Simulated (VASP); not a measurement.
# ScAl3 (Pm-3m) in VASP: notebook

ScAl3 is run at these levels: PBE; tasks: single point, relaxation of cell and atoms.

All numbers are computed with VASP 6.6.1; they aren't measurements. Logs are shortened: lines on timing, memory, paths and dates and some standing lists are left out, and cuts for length are marked.

## 1. The cell of the first run

It takes space group Pm-3m (No. 221, cubic). Conventional cell: a = 4.107 Å, b = 4.107 Å, c = 4.107 Å, α = 90.00°, β = 90.00°, γ = 90.00°. Within 3.8 Å of Sc (site symmetry m-3m) lie 12 Al at 2.90 Å. Al (site symmetry 4/mmm) has 4 Sc at 2.90 Å and 8 Al at 2.90 Å within 3.8 Å.

## 2. Single point, PBE

INCAR

```
SYSTEM = ScAl3
PREC = Accurate
ENCUT = 520
EDIFF = 1E-6
ISMEAR = -1
SIGMA = 0.1
LREAL = .FALSE.
LASPH = .TRUE.
NELM = 60
ALGO = Normal
ISIF = 2
LWAVE = .FALSE.
LCHARG = .FALSE.
GGA = PE
NBANDS = 18
```

KPOINTS

```
regular mesh
0
G
  6 6 6
  0 0 0
```

POSCAR

```
ScAl3
1.0
    4.1067137087      0.0000000000      0.0000000000
    0.0000000000      4.1067137087      0.0000000000
    0.0000000000      0.0000000000      4.1067137087
Sc Al
1 3
Direct
    0.0000000000      0.0000000000      0.0000000000
    0.5000000000      0.0000000000      0.5000000000
    0.0000000000      0.5000000000      0.5000000000
    0.5000000000      0.5000000000      0.0000000000
```

Potentials or basis: VASP PAW PBE potentials, release 64 (Sc_sv, Al).

Command:

```bash
$ cat potpaw_PBE.64/Sc_sv/POTCAR potpaw_PBE.64/Al/POTCAR > POTCAR
$ mpirun -np 1 vasp_std > vasp.out
```

OUTCAR:

```text
SYSTEM = ScAl3
   PREC = Accurate
   ENCUT = 520
   EDIFF = 1E-6
   ISMEAR = -1
   LREAL = .FALSE.
   LASPH = .TRUE.
   NELM = 60
   ISIF = 2
   GGA = PE

 ion  position               nearest neighbor table
   1  0.000  0.000  0.000-   2 2.90   3 2.90   4 2.90   2 2.90   3 2.90   3 2.90   4 2.90   3 2.90
                             2 2.90   4 2.90   2 2.90   4 2.90
   2  0.500  0.000  0.500-   1 2.90   3 2.90   4 2.90   1 2.90   4 2.90   3 2.90   4 2.90   4 2.90
                             1 2.90   3 2.90   1 2.90   3 2.90
   3  0.000  0.500  0.500-   1 2.90   2 2.90   4 2.90   1 2.90   4 2.90   1 2.90   2 2.90   1 2.90
                             2 2.90   4 2.90   4 2.90   2 2.90
   4  0.500  0.500  0.000-   1 2.90   2 2.90   3 2.90   2 2.90   3 2.90   1 2.90   2 2.90   2 2.90
                             1 2.90   3 2.90   3 2.90   1 2.90

  LATTYP: Found a simple cubic cell.
 ALAT       =     4.1067137087

  Lattice vectors:

 A1 = (   4.1067137087,   0.0000000000,   0.0000000000)
 A2 = (   0.0000000000,   4.1067137087,   0.0000000000)
 A3 = (   0.0000000000,   0.0000000000,   4.1067137087)

Analysis of symmetry for initial positions (statically):
=====================================================================
 Subroutine PRICEL returns:
 Original cell was already a primitive cell.

 Routine SETGRP: Setting up the symmetry group for a
 simple cubic supercell.

 Subroutine GETGRP returns: Found 48 space group operations
[... 9 lines left out ...]

 Routine SETGRP: Setting up the symmetry group for a
 simple cubic supercell.

 Subroutine GETGRP returns: Found 48 space group operations
[... 11 lines left out ...]
                                     Primitive cell

  volume of cell :      69.2601

  direct lattice vectors                    reciprocal lattice vectors
     4.106713709  0.000000000  0.000000000     0.243503704  0.000000000  0.000000000
     0.000000000  4.106713709  0.000000000     0.000000000  0.243503704  0.000000000
     0.000000000  0.000000000  4.106713709     0.000000000  0.000000000  0.243503704

  length of vectors
     4.106713709  4.106713709  4.106713709     0.243503704  0.243503704  0.243503704

  position of ions in fractional coordinates (direct lattice)
     0.000000000  0.000000000  0.000000000
     0.500000000  0.000000000  0.500000000
     0.000000000  0.500000000  0.500000000
     0.500000000  0.500000000  0.000000000

  ion indices of the primitive-cell ions
   primitive index   ion index
                 1           1
[... 67 lines left out ...]
   LASPH  =      T    aspherical Exc in radial PAW
   ENCUT  =  520.0 eV  38.22 Ry    6.18 a.u.   7.64  7.64  7.64*2*pi/ulx,y,z
   NELM   =     60;   NELMIN=  2; NELMDL= -5     # of ELM steps
   EDIFF  = 0.1E-05   stopping-criterion for ELM
   LREAL  =      F    real-space projection
   EDIFFG = 0.1E-04   stopping-criterion for IOM
   NSW    =      0    number of steps for IOM
   IBRION =     -1    ionic relax: 0-MD 1-quasi-New 2-CG
   NFREE  =      0    steps in history (QN), initial steepest desc. (CG)
   ISIF   =      2    stress and relaxation
   ISYM   =      2    0-nonsym 1-usesym 2-fastsym
   POTIM  = 0.5000    time-step for ionic-motion
   TEBEG  =    0.0;   TEEND  =   0.0 temperature during run
   PSTRESS=    0.0 pullay stress
   NELECT =      20.0000    total number of electrons
   NUPDOWN=      -1.0000    fix difference up-down
   EMIN   =  10.00;   EMAX   =-10.00  energy-range for DOS
   EFERMI =   0.00;   METHOD = LEGACY
   ISMEAR =    -1;   SIGMA  =   0.10  broadening in eV -4-tet -1-fermi 0-gaus
   EFERMI_NEDOS =   21; number of points for ismear=-14 and -15
   IALGO  =     38    algorithm
   IMIX   =      4    mixing-type and parameters
     AMIX     =   0.40;   BMIX     =  1.00
     AMIX_MAG =   1.60;   BMIX_MAG =  1.00
  volume/ion in A,a.u.               =      17.32       116.85
  Fermi-wavevector in a.u.,A,eV,Ry     =   1.082074  2.044824 15.930854  1.170885
  Thomas-Fermi vector in A             =   2.218107
   LORBIT       =      0    0 simple, 1 ext, 2 COOP (PROOUT), +10 PAW based schemes
   GGA     = PE    functional components
   LHFCALC =     F    Hartree Fock is set to
   AEXX    =    0.0000 exact exchange contribution
   IVDW    =     0    specifies the selected vdW correction
   LEPSILON=     F    determine dielectric tensor
   LRPA    =     F    only Hartree local field effects (RPA)
 non-spin polarized calculation
  energy-cutoff  :      520.00
  volume of cell :       69.26
 maximum number of plane-waves:      1888
 NGX is ok and might be reduce to    32
   NGX = 15   NGY = 15   NGZ = 15

 number of electron      19.9999997 magnetization

 Free energy of the ion-electron system (eV)
  ---------------------------------------------------
  ext. energy  EPLUGINS =         0.00000000
  ---------------------------------------------------
  free energy    TOTEN  =       -19.31459135 eV

  energy without entropy =      -19.26208224  energy(sigma->0) =      -19.28833679

 E-fermi :   7.2329     XC(G=0): -10.3631

 val. band max:        6.9590373912   @ k =   0.3333   0.3333   0.0000
 cond. band min:       7.2455398990   @ k =   0.5000   0.3333   0.1667
 fundamental gap:      0.2865025078
 Fermi energy:         7.2329179324

 k-point     1 :       0.0000    0.0000    0.0000
  band No.  band energies     occupation
      1     -41.8708      2.00000
      2     -20.5692      2.00000
      3     -20.5692      2.00000
      4     -20.5692      2.00000
      5      -2.8085      2.00000
      6       4.5427      2.00000
[... 397 lines left out ...]
      5       2.3734      2.00000
      6       2.3734      2.00000
[... 10 lines left out ...]
     17      11.1172      0.00000
     18      17.9262      0.00000

------------------------ aborting loop because EDIFF is reached ----------------------------------------

  FORCE on cell =-STRESS in cart. coord.  units (eV):
  Direction    XX          YY          ZZ          XY          YZ          ZX
  --------------------------------------------------------------------------------------
  -------------------------------------------------------------------------------------
  Total       -0.0005396     -0.0005396     -0.0005396     -0.0000000      0.0000000      0.0000000
  in kB       -0.0124819     -0.0124819     -0.0124819     -0.0000000      0.0000000      0.0000000
  external PRESSURE =      -0.0124819 kB  Pullay stress =       0.0000000 kB

 VOLUME and BASIS-vectors are now :
 -----------------------------------------------------------------------------
  energy-cutoff  :      520.00
  volume of cell :       69.26
      direct lattice vectors                 reciprocal lattice vectors
     4.106713709  0.000000000  0.000000000     0.243503704  0.000000000  0.000000000
     0.000000000  4.106713709  0.000000000     0.000000000  0.243503704  0.000000000
     0.000000000  0.000000000  4.106713709     0.000000000  0.000000000  0.243503704

 POSITION                                       TOTAL-FORCE (eV/Angst)
 -----------------------------------------------------------------------------------
      0.00000      0.00000      0.00000         0.000000      0.000000      0.000000
      2.05336      0.00000      2.05336         0.000000      0.000000      0.000000
      0.00000      2.05336      2.05336         0.000000      0.000000      0.000000
      2.05336      2.05336      0.00000         0.000000      0.000000      0.000000
 -----------------------------------------------------------------------------------
    total drift:                                0.000000      0.000000      0.000000

  FREE ENERGIE OF THE ION-ELECTRON SYSTEM (eV)
  ---------------------------------------------------
  free  energy   TOTEN  =       -19.3145913478 eV

  energy  without entropy=      -19.2620822370  energy(sigma->0) =      -19.28833679
```

OSZICAR:

```text
N       E                     dE             d eps       ncg     rms          rms(c)
DAV:   1     0.110524359976E+03    0.11052E+03   -0.82270E+03   720   0.101E+03
DAV:   2    -0.152441473728E+02   -0.12577E+03   -0.12272E+03   728   0.288E+02
DAV:   3    -0.202138124477E+02   -0.49697E+01   -0.48171E+01  1070   0.562E+01
DAV:   4    -0.203252092806E+02   -0.11140E+00   -0.11107E+00  1088   0.862E+00
DAV:   5    -0.203279366300E+02   -0.27273E-02   -0.27272E-02  1046   0.117E+00    0.868E+00
DAV:   6    -0.193822500009E+02    0.94569E+00   -0.35891E+00  1078   0.199E+01    0.298E+00
DAV:   7    -0.193387649492E+02    0.43485E-01   -0.11418E-01  1126   0.261E+00    0.183E+00
DAV:   8    -0.193153822229E+02    0.23383E-01   -0.45965E-02  1142   0.182E+00    0.312E-01
DAV:   9    -0.193150399335E+02    0.34229E-03   -0.10944E-02  1130   0.115E+00    0.190E-01
DAV:  10    -0.193145969845E+02    0.44295E-03   -0.17921E-03  1148   0.419E-01    0.441E-02
DAV:  11    -0.193146192066E+02   -0.22222E-04   -0.12443E-04  1188   0.936E-02    0.403E-02
DAV:  12    -0.193145908407E+02    0.28366E-04   -0.12949E-04  1024   0.123E-01    0.372E-03
DAV:  13    -0.193145913478E+02   -0.50716E-06   -0.28750E-06   944   0.134E-02
   1 F= -.19314591E+02 E0= -.19288337E+02  d E =-.525091E-01
```

stdout:

```text
POSCAR found type information on POSCAR ScAl
 POSCAR found :  2 types and       4 ions
 scaLAPACK will be used
 LDA part: xc-table for (Slater+PW92), standard interpolation
 POSCAR, INCAR and KPOINTS ok, starting setup
 FFT: planning ... GRIDC
 FFT: planning ... GRID_SOFT
 FFT: planning ... GRID
 WAVECAR not read
 entering main loop
```

Wall time 10 s (1 thread of Intel Xeon 6975P-C (Granite Rapids), shared host); peak memory 0.18 GiB.

What came out:

```
Free energy            : -19.3146 eV
Pressure               : 0.0 GPa
Band gap on the k mesh : zero (band 10 reaches 7.94 eV, above the bottom of band 11 at 4.20 eV)
```

## 3. Relaxation of cell and atoms, PBE

This run uses another cell than the first one, of 17.08 Å³/atom, 0.986 times its volume.

INCAR

```
SYSTEM = ScAl3
ALGO = Normal
EDIFF = 1E-6
EDIFFG = -0.03
ENCUT = 600
GGA = PE
IBRION = 2
ISIF = 3
ISMEAR = -1
LASPH = .True.
LCHARG = .False.
LREAL = .False.
LWAVE = .False.
NELM = 80
NSW = 80
PREC = Accurate
SIGMA = 0.1
```

KPOINTS

```
k-points
0
Gamma
  6 6 6
  0 0 0
```

POSCAR

```
ScAl3
1.0
    4.0878065700      0.0000000000      0.0000000000
    0.0000000000      4.0878065700      0.0000000000
    0.0000000000      0.0000000000      4.0878065700
Sc Al
1 3
Direct
    0.0000000000      0.0000000000      0.0000000000
    0.5000000000      0.0000000000      0.5000000000
    0.0000000000      0.5000000000      0.5000000000
    0.5000000000      0.5000000000      0.0000000000
```

Potentials or basis: VASP PAW PBE potentials, release 64 (Sc_sv, Al).

Command:

```bash
$ cat potpaw_PBE.64/Sc_sv/POTCAR potpaw_PBE.64/Al/POTCAR > POTCAR
$ mpirun -np 1 vasp_std > vasp.out
```

Wall time 29 s (1 thread of Intel Xeon 6975P-C (Granite Rapids), shared host); peak memory 0.22 GiB.

The run converged. Its results:

```
Free energy                            : -19.3152 eV
Relaxed volume                         : 17.32 Å³/atom
Relaxed cell                           : a = 4.107 Å, b = 4.107 Å, c = 4.107 Å, α = 90.00°, β = 90.00°, γ = 90.00°
Space group after relaxing (to 0.05 Å) : Pm-3m (No. 221)
Energy gained by relaxing              : 0.9 meV/atom
Ionic steps                            : 3
Pressure after relaxing                : 0.0 GPa
Band gap on the k mesh                 : zero (band 10 reaches 7.93 eV, above the bottom of band 11 at 4.20 eV)
```

Step by step:
```tsv
step	energy change (eV)	largest force (eV/Å)	pressure (GPa)	volume (Å³)
1	0.0000	0.0000	1.25	68.31
2	-0.0033	0.0000	-0.43	69.63
3	-0.0038	0.0000	0.00	69.28
```

Final structure:
```
Sc Al
1.0
     4.10720    0.00000    0.00000
     0.00000    4.10720    0.00000
     0.00000    0.00000    4.10720
Sc Al
1 3
Direct
  0.00000 0.00000 0.00000
  0.50000 0.00000 0.50000
  0.00000 0.50000 0.50000
  0.50000 0.50000 0.00000
```

Levels at points of the mesh, in eV from the Fermi level:
| k point | band 6 | band 7 | band 8 | band 9 | band 10 | band 11 | band 12 | band 13 | band 14 |
| --- | --- | --- | --- | --- | --- | --- | --- | --- | --- |
| (0.00, 0.00, 0.00) | -2.69 | -2.69 | -1.89 | -1.89 | -1.89 | 1.19 | 1.21 | 1.21 | 1.21 |
| (0.50, 0.00, 0.00) | -7.36 | -1.78 | -1.78 | -1.53 | 0.70 | 0.90 | 0.90 | 1.28 | 1.54 |
| (0.50, 0.50, 0.00) | -5.70 | -5.70 | -4.41 | -0.61 | -0.61 | 1.12 | 1.28 | 1.97 | 2.39 |
| (0.50, 0.50, 0.50) | -4.86 | -4.86 | -4.50 | -3.03 | -3.03 | -3.03 | 0.84 | 2.50 | 2.50 |
